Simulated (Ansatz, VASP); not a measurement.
# One calculation of C, two programs

POSCAR

```
C
1.0
   -0.0259201011      1.7898065243      1.7898065243
    1.7898065243     -0.0259201011      1.7898065243
    1.7898065243      1.7898065243     -0.0259201011
C
2
Direct
   -0.0000708741     -0.0000708741     -0.0000708741
    0.2500708741      0.2500708741      0.2500708741
```

File INCAR.step1:

```
PREC = Accurate ; ENCUT = 520
EDIFF = 1E-5 ; ISMEAR = 0
SIGMA = 0.01 ; LREAL = False
LASPH = True ; NELM = 80
ALGO = Normal ; ISIF = 2
LWAVE = True ; LCHARG = False
NBANDS = 11 ; GGA = PE
```

File INCAR.step2:

```
PREC = Accurate ; ENCUT = 520
EDIFF = 1E-6 ; ISMEAR = 0
SIGMA = 0.01 ; LREAL = False
LASPH = True ; NELM = 80
ALGO = Normal ; ISIF = 2
LWAVE = False ; LCHARG = False
GGA = PE ; LHFCALC = True
HFSCREEN = 0.2079 ; PRECFOCK = Normal
NBANDS = 11 ; ISTART = 1
```

KPOINTS

```
regular mesh
0
Gamma
  8 8 8
```

Input for Ansatz:

```yaml
crystal:
  lattice:
    - [-0.0259201011, 1.7898065243, 1.7898065243]
    - [1.7898065243, -0.0259201011, 1.7898065243]
    - [1.7898065243, 1.7898065243, -0.0259201011]
  atoms:
    - { symbol: C, position: [-7.08741e-05, -7.08741e-05, -7.08741e-05] }
    - { symbol: C, position: [0.2500708741, 0.2500708741, 0.2500708741] }
kpoints:
  mp_grid: { grid: [8, 8, 8] }
  band_path:
    path:
      - [0.0, 0.0, 0.0]
      - [0.5, 0.0, 0.5]
      - [0.625, 0.25, 0.625]
      - [0.375, 0.375, 0.75]
      - [0.5, 0.5, 0.5]
      - [0.5, 0.25, 0.75]
      - [0.002604, 0.367187, 0.367188]
    npoints: 1
hamiltonian:
  xc: hse06
scf:
  occupations: { method: fixed }
  n_extra_bands: 4
output:
  forces: true
  stress: true
  eigenvalues: true
```

Change from the starting cell: epitaxial_111 strain +2.0%.

Alike in both runs: task single point; functional HSE06; k mesh 8 × 8 × 8; no spin polarisation.

```csv
,VASP,Ansatz
version,VASP 6.6.1,Ansatz 0.2.0
potentials or method,"VASP PAW PBE potentials, release 64 (C)","plane waves, PAW"
plane-wave cutoff (eV),520,420
occupations,"gaussian, width 0.01 eV",fixed
valence electrons in the cell,8,8
```

```tsv
	VASP	Ansatz	Ansatz less VASP
gap on the k mesh at the Fermi level (eV)	5.17	5.18	+0.012
pressure (GPa)	-20.6	-21.3	-0.71
traceless stress, the component that is largest in VASP (GPa)	7.96	7.91	-0.050
rms of the force components (eV/Å)	0.020	0.016	-0.0046
```

Atom by atom the forces differ by 0.005 eV/Å (rms over components). Ansatz's warnings: stress exchange threshold loose, stress scf threshold loose.
